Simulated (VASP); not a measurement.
Here is a VASP 6.6.1 calculation.

File INCAR:

```
SYSTEM = LiF
PREC = Accurate ; ENCUT = 520
EDIFF = 1E-6 ; ISMEAR = 0
SIGMA = 0.05 ; LREAL = .FALSE.
LASPH = .TRUE. ; NELM = 80
ALGO = Normal ; ISIF = 2
LWAVE = .FALSE. ; LCHARG = .TRUE.
LELF = .TRUE. ; LVHAR = .TRUE.
NBANDS = 18
```

KPOINTS

```
regular mesh
0
G
  9 9 6
  0 0 0
```

Contents of POSCAR:

```
LiF
1.0
    2.9984347243      0.0000000000      0.0000000000
   -1.4992173621      2.5967206428      0.0000000000
    0.0000000000      0.0000000000      4.7579162205
Li F
2 2
Direct
    0.3333333333      0.6666666667      0.3933365971
    0.6666666667      0.3333333333      0.8933365971
    0.3333333333      0.6666666667      0.9910195924
    0.6666666667      0.3333333333      0.4910195924
```

Potentials or basis: VASP PAW LDA potentials, release 64 (Li_sv, F).

Launch:

```sh
$ cat potpaw_LDA.64/Li_sv/POTCAR potpaw_LDA.64/F/POTCAR > POTCAR
$ mpirun -np 1 vasp_std > vasp.out
```

Task: Estimate the band gap on the k mesh.

Result: 7.80 eV, direct.

Task: Estimate the largest force.

Result: 0.241 eV/Å.

Forces in eV/Å, atoms in the order of the input:
```
Li   0.000  0.000 -0.241
Li   0.000  0.000 -0.241
F    0.000  0.000  0.241
F    0.000  0.000  0.241
```

 A k mesh can miss the band edges.
